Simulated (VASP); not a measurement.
## HOs12 (a cell with a defect): single point with PBEsol

HOs12 (a cell with a defect):

```
CELL_PARAMETERS angstrom
5.48000 0.00000 0.00000
-4.11000 7.11873 0.00000
0.00000 0.00000 4.32646
ATOMIC_POSITIONS crystal
Os 0.98707 0.98353 0.99601
Os 0.16491 0.22137 0.50784
Os 0.99161 0.33965 0.99719
Os 0.16447 0.55527 0.50108
Os 0.00473 0.66886 0.00253
Os 0.16519 0.88687 0.50107
Os 0.50041 0.00054 0.00194
Os 0.66663 0.22320 0.50031
Os 0.52079 0.34183 0.99622
Os 0.66830 0.55642 0.50062
Os 0.49781 0.66669 0.00192
Os 0.66248 0.88622 0.50168
H 0.16696 0.21903 0.06931
```

```
Program             : VASP 6.6.1
Task                : single point
Functional          : PBEsol
Potentials or basis : VASP PAW PBE potentials, release 64 (Os, H)
Cutoff              : 520 eV
k mesh              : 4 × 3 × 4
Occupations         : gaussian, width 0.05 eV
Spin                : no spin polarisation
```

- Pressure: 3.3 GPa
- Largest force: 0.770 eV/Å
- Band gap on the k mesh: zero (an odd number of electrons rules out a gap without spin polarisation)

Forces in eV/Å, atoms in the order of the input:
```
Os  -0.005 -0.070 -0.144
Os   0.006  0.001  0.093
Os  -0.068  0.039 -0.127
Os   0.015 -0.004 -0.056
Os  -0.001  0.009 -0.046
Os   0.003 -0.007 -0.062
Os   0.000  0.000 -0.051
Os   0.003 -0.009 -0.061
Os   0.054  0.040 -0.134
Os  -0.004 -0.006 -0.070
Os  -0.005  0.012 -0.055
Os  -0.002 -0.013 -0.057
H    0.003  0.008  0.770
```

Stress tensor (GPa, compression positive):
```
 3.94  0.33 -0.09
 0.33  4.56  0.02
-0.09  0.02  1.49
```

Levels at points of the mesh, in eV from the Fermi level:
```
           k point  band 45  band 46  band 47  band 48  band 49  band 50  band 51  band 52
(0.00, 0.00, 0.00)    -0.27    -0.12     0.23     0.27     0.36     0.55     0.67     0.69
(0.50, 0.00, 0.00)    -1.06    -1.00    -0.81    -0.69    -0.52    -0.49    -0.18    -0.09
(0.00, 0.00, 0.50)    -1.27    -1.24    -0.54    -0.40     0.65     0.68     0.73     0.77
(0.50, 0.00, 0.50)    -1.58    -1.50    -1.42    -1.30     0.44     0.61     0.68     0.75
```

Run time: 3.5 min on 1 thread of AMD EPYC 9R45 96-Core Processor (Zen 5), with other jobs on the host, peak memory 0.34 GiB.

Caveat: the k points lie up to 0.36 Å⁻¹ apart, too coarse for converged energies and pressures of a metal; the PAW data sets were made with another functional, which shifts forces and pressure a little; spin-orbit coupling is left out, which moves the levels of the heavy elements.
